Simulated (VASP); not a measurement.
A run of VASP 6.6.1:

File INCAR:

```
SYSTEM = C
ALGO     = Normal         ! electronic algorithm
EDIFF    = 1E-6           ! SCF threshold, eV
ENCUT    = 520            ! plane-wave cutoff, eV
GGA      = PE             ! functional
GGA_COMPAT= .FALSE.      
ISIF     = 2              ! what is computed and relaxed
ISMEAR   = -1             ! smearing method
ISYM     = -1           
IVDW     = 12             ! dispersion correction
LASPH    = .TRUE.         ! aspherical terms in the spheres
LCHARG   = .FALSE.        ! write CHGCAR
LREAL    = Auto         
LWAVE    = .FALSE.        ! write WAVECAR
NBANDS   = 61             ! bands
NELM     = 120            ! most SCF steps
PREC     = Accurate       ! precision mode
SIGMA    = 0.4188         ! smearing width, eV
```

Contents of KPOINTS:

```
explicit points
1
Reciprocal
  0.25000000   0.25000000   0.25000000 1
```

Contents of POSCAR:

```
C
1.0
    5.9111080000      0.1283830000     -0.2596240000
    0.1283830000      5.8482670000     -0.1913210000
   -0.2596240000     -0.1913210000      6.0554800000
C
22
Direct
    0.7571165089      0.5344565413      0.1299671333
    0.0668656322      0.6601684072      0.6023725622
    0.4690941707      0.7497717501      0.4335702844
    0.3571364910     -0.0262718686      0.8721016078
    0.5428211834      0.4351684174      0.2035746570
    1.1281740415      0.0522646861      0.4461047496
    0.8209158000      0.2067580512      0.5925691441
    0.4028580125      0.6478043946      0.6071637910
    0.0011085326      0.4114019735      0.6740812683
    0.0974563110      0.3007565135      0.4577496803
    0.3013908094      0.2102287172     -0.1087171527
    0.1551178609      0.7856895695      0.1435330038
    0.7014662543      0.7306826419      1.0212654337
    0.5023459344      0.5572585704      0.8064801350
    0.1298562985      0.5597026352      1.1194107948
   -0.0299330762      0.6991889341      0.3311224182
    0.2425014684      0.9236425896      0.2838504008
    1.2224706955      0.8799384580      0.6150527188
    0.5195305271      0.8447764366     -0.0413020824
    0.6494124446     -0.0712085774      0.4473358611
    0.6049003400      0.1359859896      0.4661761944
    0.3815394237      0.4227670430     -0.0469800900
```

Potentials or basis: VASP PAW PBE potentials, release 64 (C).

Launch:

```bash
$ cat potpaw_PBE.64/C/POTCAR > POTCAR
$ mpirun -np 1 vasp_std > vasp.out
```

Hardware: 1 thread of Intel(R) Xeon(R) 6975P-C (Granite Rapids), on a shared host.

Problem. How long does it take, and how much memory?

Solution. It took 22 s on 1 thread of Intel(R) Xeon(R) 6975P-C (Granite Rapids), with other jobs on the host, peak memory 0.3 GiB. Counts: scf iterations 17, k points 1.
